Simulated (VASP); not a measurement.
Here is a VASP 6.6.1 calculation.

File INCAR:

```
SYSTEM = ZnO
PREC = Accurate
ENCUT = 520
EDIFF = 1E-6
ISMEAR = 0
SIGMA = 0.02
LREAL = .FALSE.
LASPH = .TRUE.
NELM = 100
ALGO = Normal
ISIF = 2
LWAVE = .FALSE.
LCHARG = .TRUE.
GGA = PS
LELF = .TRUE.
LVHAR = .TRUE.
NBANDS = 26
```

Contents of KPOINTS:

```
regular mesh
0
G
  12 12 6
  0 0 0
```

POSCAR

```
ZnO
1.0
    3.2977811448      0.0000000000      0.0000000000
   -1.6488905724      2.8559622475      0.0000000000
    0.0000000000      0.0000000000      4.9012310743
Zn O
2 2
Direct
    0.6666666665      0.3333333335      0.4882880285
    0.3333333335      0.6666666665     -0.0117119715
    0.6666666667      0.3333333333      0.8920219715
    0.3333333333      0.6666666667      0.3920219715
```

Potentials or basis: VASP PAW PBE potentials, release 64 (Zn, O).

Command:

```console
$ cat potpaw_PBE.64/Zn/POTCAR potpaw_PBE.64/O/POTCAR > POTCAR
$ mpirun -np 1 vasp_std > vasp.out
```

(1) What does it give for the band gap on the k mesh?

(2) Estimate the pressure.

Answers

(1) 0.80 eV.

(2) 3.2 GPa.

Caveat: the stress differs along the axes, from 1 to 8 GPa; semilocal functionals underestimate gaps, and a narrow one can read as zero; the PAW data sets were made with another functional, which shifts forces and pressure a little.
